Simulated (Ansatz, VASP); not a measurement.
# TiO in VASP and in Ansatz

```
Ti O
1.0
     2.76681    0.00000    0.00000
    -1.38341    2.39613    0.00000
     0.00000    0.00000    5.73942
Ti O
2 2
Direct
  0.00000 0.00000 0.00000
  0.00000 0.00000 0.50000
  0.33333 0.66667 0.25000
  0.66667 0.33333 0.75000
```

Alike in both runs: task relaxation of cell and atoms; functional r2SCAN; k mesh 18 × 18 × 8; occupations gaussian, width 0.1 eV; no spin polarisation.

```csv
,VASP,Ansatz
version,VASP 6.6.1,Ansatz 0.2.0
potentials or method,"VASP PAW PBE potentials, release 64 (Ti_sv, O), cutoff 600 eV","scalar-relativistic, plane waves, PAW"
valence electrons in the cell,36,36
```

VASP gave:

| Item | Value |
| --- | --- |
| gap on the k mesh at the Fermi level, each at its own relaxed structure (eV) | none |
| relaxed volume (Å³/atom) | 9.58 |
| relaxed cell length with the largest relative difference (Å) | 5.775 |

Question: What did Ansatz give for the same quantities?

Answer: gap on the k mesh at the Fermi level, each at its own relaxed structure (eV): none; relaxed volume (Å³/atom): 9.52; relaxed cell length with the largest relative difference (Å): 5.758.

VASP's potentials were made for PBE, not for r2SCAN. A gap of «none» marks a metal or a gap that the smearing closes.
